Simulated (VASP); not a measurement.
Here is a VASP 6.6.1 calculation.

The input INCAR:

```
SYSTEM = HfN
PREC = Accurate
ENCUT = 520
EDIFF = 1E-7
ISMEAR = 0
SIGMA = 0.15
LREAL = .FALSE.
LASPH = .TRUE.
NELM = 60
ALGO = Normal
ISIF = 2
LWAVE = .FALSE.
LCHARG = .TRUE.
GGA = PE
LELF = .TRUE.
LVHAR = .TRUE.
NBANDS = 14
```

The input KPOINTS:

```
regular mesh
0
G
  16 16 16
  0 0 0
```

Contents of POSCAR:

```
HfN
1.0
    0.0000000000      2.2738140414      2.2738140414
    2.2738140414      0.0000000000      2.2738140414
    2.2738140414      2.2738140414      0.0000000000
Hf N
1 1
Direct
   -0.0016738745      0.0016738745      0.0016738745
    0.5213298006      0.4786701994      0.4786701994
```

Potentials or basis: VASP PAW PBE potentials, release 64 (Hf_pv, N).

Run with:

```sh
$ cat potpaw_PBE.64/Hf_pv/POTCAR potpaw_PBE.64/N/POTCAR > POTCAR
$ mpirun -np 1 vasp_std > vasp.out
```

(1) Predict the pressure.

(2) Estimate the largest force.

## Answers

(1) -0.9 GPa.

(2) 1.153 eV/Å.

Caveat: the cell differs from its parent crystal (mode 4 frozen in at -0.097 Å and mode 6 at +0.000 Å (largest displacements)); forces of over 1 eV/Å act on the atoms, so gaps and moduli don't describe the material at rest.
